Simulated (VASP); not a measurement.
# PbS (P6_3mc) in VASP: notebook

The runs below take PbS through single point, with PBE.

Everything below comes from runs of VASP 6.6.1. Logs are shortened: lines on timing, memory, paths and dates and some standing lists are left out, and cuts for length are marked.

## 1. The cell of the first run

The structure is hexagonal, space group P6_3mc (No. 186). The conventional cell has a = 5.024 Å, b = 5.024 Å, c = 6.050 Å, α = 90.00°, β = 90.00°, γ = 120.00°. Pb (site symmetry 3m) has 5 S at 2.90 to 3.11 Å within 3.8 Å. S (site symmetry 3m) has 5 Pb at 2.90 to 3.11 Å within 3.8 Å.

## 2. Single point, PBE

INCAR

```
SYSTEM = PbS
ALGO     = Normal         ! electronic algorithm
EDIFF    = 1E-7           ! SCF threshold, eV
ENCUT    = 520            ! plane-wave cutoff, eV
GGA      = PE             ! functional
ISIF     = 2              ! what is computed and relaxed
ISMEAR   = 0              ! smearing method
LASPH    = .TRUE.         ! aspherical terms in the spheres
LCHARG   = .FALSE.        ! write CHGCAR
LREAL    = .FALSE.        ! projectors in reciprocal space
LWAVE    = .FALSE.        ! write WAVECAR
NBANDS   = 28             ! bands
NELM     = 100            ! most SCF steps
PREC     = Accurate       ! precision mode
SIGMA    = 0.1            ! smearing width, eV
```

KPOINTS

```
k-points
0
G
  6 6 4
  0 0 0
```

POSCAR

```
PbS
1.0
    5.0235037649      0.0000000000      0.0000000000
   -2.5117518824      4.3504818764      0.0000000000
    0.0000000000      0.0000000000      6.0495187252
Pb S
2 2
Direct
    0.3333333333      0.6666666667      0.4296344109
    0.6666666667      0.3333333333      0.9296344109
    0.3333333333      0.6666666667     -0.0564994809
    0.6666666667      0.3333333333      0.4435005191
```

Potentials or basis: VASP PAW PBE potentials, release 64 (Pb_d, S).

The run is started by

```sh
$ cat potpaw_PBE.64/Pb_d/POTCAR potpaw_PBE.64/S/POTCAR > POTCAR
$ mpirun -np 1 vasp_std > vasp.out
```

OUTCAR:

```text
SYSTEM = PbS
   EDIFF = 1E-7
   ENCUT = 520
   GGA = PE
   ISIF = 2
   ISMEAR = 0
   LASPH = .TRUE.
   LREAL = .FALSE.
   NELM = 100
   PREC = Accurate

 ion  position               nearest neighbor table
   1  0.333  0.667  0.430-   4 2.90   4 2.90   4 2.90   3 2.94   3 3.11
   2  0.667  0.333  0.930-   3 2.90   3 2.90   3 2.90   4 2.94   4 3.11
   3  0.333  0.667  0.944-   2 2.90   2 2.90   2 2.90   1 2.94   1 3.11
   4  0.667  0.333  0.444-   1 2.90   1 2.90   1 2.90   2 2.94   2 3.11

  LATTYP: Found a hexagonal cell.
 ALAT       =     5.0235037649
 C/A-ratio  =     1.2042428967

  Lattice vectors:

 A1 = (   5.0235037649,   0.0000000000,   0.0000000000)
 A2 = (  -2.5117518824,   4.3504818764,   0.0000000000)
 A3 = (   0.0000000000,   0.0000000000,   6.0495187252)

Analysis of symmetry for initial positions (statically):
=====================================================================
 Subroutine PRICEL returns:
 Original cell was already a primitive cell.

 Routine SETGRP: Setting up the symmetry group for a
 hexagonal supercell.

 Subroutine GETGRP returns: Found 12 space group operations
 (whereof  6 operations were pure point group operations)
 out of a pool of 24 trial point group operations.

The static configuration has the point symmetry C_3v.
 The point group associated with its full space group is C_6v.

Analysis of symmetry for dynamics (positions and initial velocities):
=====================================================================
 Subroutine PRICEL returns:
 Original cell was already a primitive cell.

 Routine SETGRP: Setting up the symmetry group for a
 hexagonal supercell.

 Subroutine GETGRP returns: Found 12 space group operations
 (whereof  6 operations were pure point group operations)
 out of a pool of 24 trial point group operations.

The dynamic configuration has the point symmetry C_3v.
 The point group associated with its full space group is C_6v.

 Subroutine INISYM returns: Found 12 space group operations
 (whereof  6 operations are pure point group operations),
 and found     1 'primitive' translations

----------------------------------------------------------------------------------------

                                     Primitive cell

[... 86 lines left out ...]
   LSORBIT =      F    spin-orbit coupling
   LASPH  =      T    aspherical Exc in radial PAW
   ENCUT  =  520.0 eV  38.22 Ry    6.18 a.u.   9.34  9.34 11.25*2*pi/ulx,y,z
   NELM   =    100;   NELMIN=  2; NELMDL= -5     # of ELM steps
   EDIFF  = 0.1E-06   stopping-criterion for ELM
   LREAL  =      F    real-space projection
   EDIFFG = 0.1E-05   stopping-criterion for IOM
   NSW    =      0    number of steps for IOM
   IBRION =     -1    ionic relax: 0-MD 1-quasi-New 2-CG
   NFREE  =      0    steps in history (QN), initial steepest desc. (CG)
   ISIF   =      2    stress and relaxation
   ISYM   =      2    0-nonsym 1-usesym 2-fastsym
   POTIM  = 0.5000    time-step for ionic-motion
   TEBEG  =    0.0;   TEEND  =   0.0 temperature during run
   PSTRESS=    0.0 pullay stress
   NELECT =      40.0000    total number of electrons
   NUPDOWN=      -1.0000    fix difference up-down
   EMIN   =  10.00;   EMAX   =-10.00  energy-range for DOS
   EFERMI =   0.00;   METHOD = LEGACY
   ISMEAR =     0;   SIGMA  =   0.10  broadening in eV -4-tet -1-fermi 0-gaus
   EFERMI_NEDOS =   21; number of points for ismear=-14 and -15
   IALGO  =     38    algorithm
   IMIX   =      4    mixing-type and parameters
     AMIX     =   0.40;   BMIX     =  1.00
     AMIX_MAG =   1.60;   BMIX_MAG =  1.00
  volume/ion in A,a.u.               =      33.05       223.05
  Fermi-wavevector in a.u.,A,eV,Ry     =   1.099022  2.076851 16.433798  1.207850
  Thomas-Fermi vector in A             =   2.235410
   LORBIT       =      0    0 simple, 1 ext, 2 COOP (PROOUT), +10 PAW based schemes
   GGA     = PE    functional components
   LHFCALC =     F    Hartree Fock is set to
   AEXX    =    0.0000 exact exchange contribution
   IVDW    =     0    specifies the selected vdW correction
   LEPSILON=     F    determine dielectric tensor
   LRPA    =     F    only Hartree local field effects (RPA)
 non-spin polarized calculation
 Gauss-broadening in eV      SIGMA  =   0.10
  energy-cutoff  :      520.00
  volume of cell :      132.21
 maximum number of plane-waves:      3599
 NGX is ok and might be reduce to    40
   NGX = 19   NGY = 19   NGZ = 23

 number of electron      39.9999998 magnetization

 Free energy of the ion-electron system (eV)
  ---------------------------------------------------
  ext. energy  EPLUGINS =         0.00000000
  ---------------------------------------------------
  free energy    TOTEN  =       -17.22941227 eV

  energy without entropy =      -17.22941227  energy(sigma->0) =      -17.22941227

 E-fermi :   3.9370     XC(G=0):  -8.3137

 val. band max:        3.4907777936   @ k =   0.3333   0.3333   0.5000
 cond. band min:       4.9628569126   @ k =   0.3333   0.3333   0.5000
 fundamental gap:      1.4720791190
 Fermi energy:         3.9370075447

 k-point     1 :       0.0000    0.0000    0.0000
  band No.  band energies     occupation
      1     -13.2183      2.00000
      2     -13.1361      2.00000
      3     -13.1361      2.00000
      4     -13.1347      2.00000
      5     -13.1347      2.00000
      6     -13.1326      2.00000
[... 640 lines left out ...]
     27      10.3055      0.00000
     28      10.3055      0.00000

------------------------ aborting loop because EDIFF is reached ----------------------------------------

  FORCE on cell =-STRESS in cart. coord.  units (eV):
  Direction    XX          YY          ZZ          XY          YZ          ZX
  --------------------------------------------------------------------------------------
  -------------------------------------------------------------------------------------
  Total       -0.0035442     -0.0035442     -0.0393247     -0.0000000     -0.0000000      0.0000000
  in kB       -0.0429504     -0.0429504     -0.4765523     -0.0000000     -0.0000000      0.0000000
  external PRESSURE =      -0.1874843 kB  Pullay stress =       0.0000000 kB

 VOLUME and BASIS-vectors are now :
 -----------------------------------------------------------------------------
  energy-cutoff  :      520.00
  volume of cell :      132.21
      direct lattice vectors                 reciprocal lattice vectors
     5.023503765  0.000000000  0.000000000     0.199064248  0.114929797  0.000000000
    -2.511751882  4.350481876  0.000000000     0.000000000  0.229859595  0.000000000
     0.000000000  0.000000000  6.049518725     0.000000000  0.000000000  0.165302406

 POSITION                                       TOTAL-FORCE (eV/Angst)
 -----------------------------------------------------------------------------------
     -0.00000      2.90032      2.59908        -0.000000      0.000000      0.007082
      2.51175      1.45016      5.62384         0.000000     -0.000000      0.007082
     -0.00000      2.90032      5.70772        -0.000000     -0.000000     -0.007082
      2.51175      1.45016      2.68296         0.000000      0.000000     -0.007082
 -----------------------------------------------------------------------------------
    total drift:                                0.000000      0.000000     -0.000613

  FREE ENERGIE OF THE ION-ELECTRON SYSTEM (eV)
  ---------------------------------------------------
  free  energy   TOTEN  =       -17.2294122688 eV

  energy  without entropy=      -17.2294122688  energy(sigma->0) =      -17.22941227
```

Wall time 47 s (1 thread of AMD EPYC 9R45 (Zen 5), shared host); peak memory 0.25 GiB.

Results:

- Free energy: -17.2294 eV
- Pressure: 0.0 GPa
- Largest force: 0.007 eV/Å
- Band gap on the k mesh: 1.47 eV, direct

Forces on the atoms (eV/Å):
```
Pb   0.000  0.000  0.007
Pb   0.000  0.000  0.007
S    0.000  0.000 -0.007
S    0.000  0.000 -0.007
```

Caveat: spin-orbit coupling is left out, which moves the levels of the heavy elements. A k mesh can miss the band edges.

## 3. Single point, PBE

INCAR

```
ALGO = Normal ; EDIFF = 1E-7
ENCUT = 520 ; GGA = PE
ISIF = 2 ; ISMEAR = 0
LASPH = True ; LCHARG = True
LELF = True ; LREAL = False
LVHAR = True ; LWAVE = False
NBANDS = 28 ; NELM = 60
PREC = Accurate ; SIGMA = 0.02
```

KPOINTS

```
k-points
0
Gamma
  6 6 6
```

POSCAR

```
PbS
1.0
    5.0312445844      0.0000000000      0.0000000000
   -2.5156222922      4.3571856227      0.0000000000
    0.0000000000      0.0000000000      6.0219463977
Pb S
2 2
Direct
    0.3333333333      0.6666666667      0.4367175555
    0.6666666667      0.3333333333      0.9367175555
    0.3333333333      0.6666666667      0.9364173745
    0.6666666667      0.3333333333      0.4364173745
```

Potentials or basis: VASP PAW PBE potentials, release 64 (Pb_d, S).

The run is started by

```sh
$ cat potpaw_PBE.64/Pb_d/POTCAR potpaw_PBE.64/S/POTCAR > POTCAR
$ mpirun -np 1 vasp_std > vasp.out
```

OUTCAR:

```text
EDIFF = 1E-7
   ENCUT = 520
   GGA = PE
   ISIF = 2
   ISMEAR = 0
   LASPH = True
   LREAL = False
   NELM = 60
   PREC = Accurate

 ion  position               nearest neighbor table
   1  0.333  0.667  0.437-   4 2.90   4 2.90   4 2.90   3 3.01   3 3.01
   2  0.667  0.333  0.937-   3 2.90   3 2.90   3 2.90   4 3.01   4 3.01
   3  0.333  0.667  0.936-   2 2.90   2 2.90   2 2.90   1 3.01   1 3.01
   4  0.667  0.333  0.436-   1 2.90   1 2.90   1 2.90   2 3.01   2 3.01

  LATTYP: Found a hexagonal cell.
 ALAT       =     5.0312445844
 C/A-ratio  =     1.1969098891

  Lattice vectors:

 A1 = (   5.0312445844,   0.0000000000,   0.0000000000)
 A2 = (  -2.5156222922,   4.3571856227,   0.0000000000)
 A3 = (   0.0000000000,   0.0000000000,   6.0219463977)

Analysis of symmetry for initial positions (statically):
=====================================================================
 Subroutine PRICEL returns:
 Original cell was already a primitive cell.

 Routine SETGRP: Setting up the symmetry group for a
 hexagonal supercell.

 Subroutine GETGRP returns: Found 12 space group operations
 (whereof  6 operations were pure point group operations)
 out of a pool of 24 trial point group operations.

The static configuration has the point symmetry C_3v.
 The point group associated with its full space group is C_6v.

Analysis of symmetry for dynamics (positions and initial velocities):
=====================================================================
 Subroutine PRICEL returns:
 Original cell was already a primitive cell.

 Routine SETGRP: Setting up the symmetry group for a
 hexagonal supercell.

 Subroutine GETGRP returns: Found 12 space group operations
 (whereof  6 operations were pure point group operations)
 out of a pool of 24 trial point group operations.

The dynamic configuration has the point symmetry C_3v.
 The point group associated with its full space group is C_6v.

 Subroutine INISYM returns: Found 12 space group operations
 (whereof  6 operations are pure point group operations),
 and found     1 'primitive' translations

----------------------------------------------------------------------------------------

                                     Primitive cell

  volume of cell :     132.0135

  direct lattice vectors                    reciprocal lattice vectors
     5.031244584  0.000000000  0.000000000     0.198757978  0.114752972  0.000000000
    -2.515622292  4.357185623  0.000000000     0.000000000  0.229505944  0.000000000
     0.000000000  0.000000000  6.021946398     0.000000000  0.000000000  0.166059266

  length of vectors
     5.031244584  5.031244584  6.021946398     0.229505944  0.229505944  0.166059266

  position of ions in fractional coordinates (direct lattice)
     0.333333333  0.666666667  0.436717556
     0.666666667  0.333333333  0.936717556
     0.333333333  0.666666667  0.936417375
     0.666666667  0.333333333  0.436417375

  ion indices of the primitive-cell ions
   primitive index   ion index
[... 22 lines left out ...]

  Shift w.r.t. Gamma in fractional coordinates (k-lattice)
     0.000000000  0.000000000  0.000000000

 Subroutine IBZKPT returns following result:
 ===========================================

 Found     28 irreducible k-points:

 Following reciprocal coordinates:
            Coordinates               Weight
  0.000000  0.000000  0.000000      1.000000
  0.166667  0.000000  0.000000      6.000000
  0.333333 -0.000000  0.000000      6.000000
  0.500000 -0.000000  0.000000      3.000000
  0.166667  0.166667  0.000000      6.000000
  0.333333  0.166667  0.000000     12.000000
[... 16 lines left out ...]
  0.166667  0.000000  0.500000      6.000000
  0.333333 -0.000000  0.500000      6.000000
 [... further k-points ...]
   k-points           NKPTS =     28   k-points in BZ     NKDIM =     28   number of bands    NBANDS=     28
   number of dos      NEDOS =    301   number of ions     NIONS =      4
   total plane-waves  NPLWV =  76800
   dimension x,y,z NGX =    40 NGY =   40 NGZ =   48
   dimension x,y,z NGXF=    80 NGYF=   80 NGZF=   96
   ions per type =               2   2
   NGX,Y,Z   is equivalent  to a cutoff of  13.22, 13.22, 13.25 a.u.
   NGXF,Y,Z  is equivalent  to a cutoff of  26.43, 26.43, 26.50 a.u.
 SYSTEM =  unknown system
   PREC   = accura    normal or accurate (medium, high low for compatibility)
   ISTART =      0    job   : 0-new  1-cont  2-samecut
   ICHARG =      2    charge: 1-file 2-atom 10-const
   ISPIN  =      1    spin polarized calculation?
   LNONCOLLINEAR =      F non collinear calculations
   LSORBIT =      F    spin-orbit coupling
   LASPH  =      T    aspherical Exc in radial PAW
   ENCUT  =  520.0 eV  38.22 Ry    6.18 a.u.   9.35  9.35 11.20*2*pi/ulx,y,z
   NELM   =     60;   NELMIN=  2; NELMDL= -5     # of ELM steps
   EDIFF  = 0.1E-06   stopping-criterion for ELM
   LREAL  =      F    real-space projection
   EDIFFG = 0.1E-05   stopping-criterion for IOM
   NSW    =      0    number of steps for IOM
   IBRION =     -1    ionic relax: 0-MD 1-quasi-New 2-CG
   NFREE  =      0    steps in history (QN), initial steepest desc. (CG)
   ISIF   =      2    stress and relaxation
   ISYM   =      2    0-nonsym 1-usesym 2-fastsym
   POTIM  = 0.5000    time-step for ionic-motion
   TEBEG  =    0.0;   TEEND  =   0.0 temperature during run
   PSTRESS=    0.0 pullay stress
   NELECT =      40.0000    total number of electrons
   NUPDOWN=      -1.0000    fix difference up-down
   EMIN   =  10.00;   EMAX   =-10.00  energy-range for DOS
   EFERMI =   0.00;   METHOD = LEGACY
   ISMEAR =     0;   SIGMA  =   0.02  broadening in eV -4-tet -1-fermi 0-gaus
   EFERMI_NEDOS =   21; number of points for ismear=-14 and -15
   IALGO  =     38    algorithm
   IMIX   =      4    mixing-type and parameters
     AMIX     =   0.40;   BMIX     =  1.00
     AMIX_MAG =   1.60;   BMIX_MAG =  1.00
  volume/ion in A,a.u.               =      33.00       222.72
  Fermi-wavevector in a.u.,A,eV,Ry     =   1.099568  2.077882 16.450117  1.209049
  Thomas-Fermi vector in A             =   2.235965
   LORBIT       =      0    0 simple, 1 ext, 2 COOP (PROOUT), +10 PAW based schemes
   GGA     = PE    functional components
   LHFCALC =     F    Hartree Fock is set to
   AEXX    =    0.0000 exact exchange contribution
   IVDW    =     0    specifies the selected vdW correction
   LEPSILON=     F    determine dielectric tensor
   LRPA    =     F    only Hartree local field effects (RPA)
 non-spin polarized calculation
 Gauss-broadening in eV      SIGMA  =   0.02
  energy-cutoff  :      520.00
  volume of cell :      132.01
 maximum number of plane-waves:      3599
 NGX is ok and might be reduce to    40
   NGX = 19   NGY = 19   NGZ = 23

 number of electron      39.9999997 magnetization

 Free energy of the ion-electron system (eV)
  ---------------------------------------------------
  ext. energy  EPLUGINS =         0.00000000
  ---------------------------------------------------
  free energy    TOTEN  =       -17.24092704 eV

  energy without entropy =      -17.24092704  energy(sigma->0) =      -17.24092704

 E-fermi :   3.6078     XC(G=0):  -8.3198

 val. band max:        3.5157831011   @ k =   0.3333   0.3333   0.5000
 cond. band min:       4.9679543440   @ k =   0.3333   0.3333   0.5000
 fundamental gap:      1.4521712429
 Fermi energy:         3.6077899387

 k-point     1 :       0.0000    0.0000    0.0000
  band No.  band energies     occupation
      1     -13.2067      2.00000
      2     -13.1259      2.00000
      3     -13.1259      2.00000
      4     -13.1253      2.00000
      5     -13.1253      2.00000
      6     -13.1236      2.00000
[... 733 lines left out ...]
     27      10.9260      0.00000
     28      10.9260      0.00000

 [... further k-points ...]

------------------------ aborting loop because EDIFF is reached ----------------------------------------

  FORCE on cell =-STRESS in cart. coord.  units (eV):
  Direction    XX          YY          ZZ          XY          YZ          ZX
  --------------------------------------------------------------------------------------
  -------------------------------------------------------------------------------------
  Total       -0.0478564     -0.0478564     -0.0533598      0.0000000     -0.0000000      0.0000000
  in kB       -0.5808081     -0.5808081     -0.6475989      0.0000000     -0.0000000      0.0000000
  external PRESSURE =      -0.6030717 kB  Pullay stress =       0.0000000 kB

 VOLUME and BASIS-vectors are now :
 -----------------------------------------------------------------------------
  energy-cutoff  :      520.00
  volume of cell :      132.01
      direct lattice vectors                 reciprocal lattice vectors
     5.031244584  0.000000000  0.000000000     0.198757978  0.114752972  0.000000000
    -2.515622292  4.357185623  0.000000000     0.000000000  0.229505944  0.000000000
     0.000000000  0.000000000  6.021946398     0.000000000  0.000000000  0.166059266

 POSITION                                       TOTAL-FORCE (eV/Angst)
 -----------------------------------------------------------------------------------
     -0.00000      2.90479      2.62989        -0.000000     -0.000000     -0.000198
      2.51562      1.45240      5.64086         0.000000      0.000000     -0.000198
     -0.00000      2.90479      5.63906        -0.000000      0.000000      0.000198
      2.51562      1.45240      2.62808         0.000000     -0.000000      0.000198
 -----------------------------------------------------------------------------------
    total drift:                                0.000000     -0.000000      0.000113

  FREE ENERGIE OF THE ION-ELECTRON SYSTEM (eV)
  ---------------------------------------------------
  free  energy   TOTEN  =       -17.2409270444 eV

  energy  without entropy=      -17.2409270444  energy(sigma->0) =      -17.24092704
```

stdout:

```text
POSCAR found type information on POSCAR PbS
 POSCAR found :  2 types and       4 ions
 scaLAPACK will be used
 LDA part: xc-table for (Slater+PW92), standard interpolation
 POSCAR, INCAR and KPOINTS ok, starting setup
 FFT: planning ... GRIDC
 FFT: planning ... GRID_SOFT
 FFT: planning ... GRID
 WAVECAR not read
 entering main loop
```

Run time: 80 s. Hardware: 1 thread of AMD EPYC 9R45 (Zen 5), shared host; peak memory 0.27 GiB.

Results:

```yaml
Free_energy: -17.2409 eV
Pressure: -0.1 GPa
Band_gap_on_the_k_mesh: 1.45 eV, direct
```

Levels at points of the mesh, in eV from the valence-band top:
```tsv
k point	band 17	band 18	band 19	band 20	band 21	band 22	band 23	band 24
(0.00, 0.00, 0.00)	-2.92	-1.82	-1.79	-1.79	2.07	2.07	3.38	3.38
(0.50, 0.00, 0.00)	-2.76	-2.16	-2.02	-0.69	2.97	3.09	4.23	4.40
(0.00, 0.00, 0.50)	-2.36	-2.36	-1.24	-1.24	2.36	2.36	2.36	2.36
(0.50, 0.00, 0.50)	-1.79	-1.79	-0.60	-0.60	1.65	1.65	3.09	3.09
```

Caveat: spin-orbit coupling is left out, which moves the levels of the heavy elements. A k mesh can miss the band edges.
